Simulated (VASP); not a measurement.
A run of VASP 6.6.1:

INCAR

```
SYSTEM = GaN
  PREC = Accurate
  ENCUT = 600
  EDIFF = 1E-6
  ISMEAR = 0
  SIGMA = 0.02
  LREAL = .FALSE.
  LASPH = .TRUE.
  NELM = 120
  ALGO = Normal
  ISIF = 2
  LWAVE = .FALSE.
  LCHARG = .FALSE.
  GGA = PE
  NBANDS = 16
  GGA_COMPAT = .FALSE.
```

Contents of KPOINTS:

```
regular mesh
0
G
  8 8 8
  0 0 0
```

The input POSCAR:

```
GaN
1.0
    0.0000000000      2.2535006075      2.2535006075
    2.2535006075      0.0000000000      2.2535006075
    2.2535006075      2.2535006075      0.0000000000
Ga N
1 1
Direct
    0.0000000000      0.0000000000      0.0000000000
    0.7500000000      0.7500000000      0.7500000000
```

Potentials or basis: VASP PAW PBE potentials, release 64 (Ga_d, N).

The run is started by

```bash
$ cat potpaw_PBE.64/Ga_d/POTCAR potpaw_PBE.64/N/POTCAR > POTCAR
$ mpirun -np 1 vasp_std > vasp.out
```

Hardware: 1 thread of Intel(R) Xeon(R) Platinum 8559C (Emerald Rapids), with other jobs on the host.

Task: Estimate the wall time of this run.

Result: It took 11 s on 1 thread of Intel(R) Xeon(R) Platinum 8559C (Emerald Rapids), with other jobs on the host, peak memory 0.16 GiB. Counts: scf iterations 13, k points 29.
